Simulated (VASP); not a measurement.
A run of VASP 6.6.1 is set up as follows.

File INCAR:

```
SYSTEM = BN
PREC = Accurate
ENCUT = 520
EDIFF = 1E-7
ISMEAR = 0
SIGMA = 0.02
LREAL = .FALSE.
LASPH = .TRUE.
NELM = 80
ALGO = Normal
ISIF = 2
LWAVE = .FALSE.
LCHARG = .FALSE.
GGA = PE
NBANDS = 11
```

Contents of KPOINTS:

```
Automatic mesh
0
G
  12 12 12
  0 0 0
```

The input POSCAR:

```
BN
1.0
    0.0433218248      3.3947905467      2.1347262388
    1.2791833603      0.0000000000      2.1597588808
    1.2358615355      3.3947905467      0.0250326420
B N
1 1
Direct
   -0.0234239284     -0.0009438523      1.0234239284
    0.6901239184      0.6676438423      0.3098760816
```

Potentials or basis: VASP PAW PBE potentials, release 64 (B, N).

Command:

```bash
$ cat potpaw_PBE.64/B/POTCAR potpaw_PBE.64/N/POTCAR > POTCAR
$ mpirun -np 1 vasp_std > vasp.out
```

Problem. Estimate the pressure.

Solution. 19.0 GPa.

Problem. Predict the largest force.

Solution. 5.721 eV/Å.

Forces on the atoms (eV/Å):
```
B   -1.300  0.000  5.571
N    1.300  0.000 -5.571
```

Caveat: the cell differs from its parent crystal (strained and its atoms moved); the stress differs along the axes, from 2 to 46 GPa; forces of over 1 eV/Å act on the atoms, so gaps and moduli don't describe the material at rest.
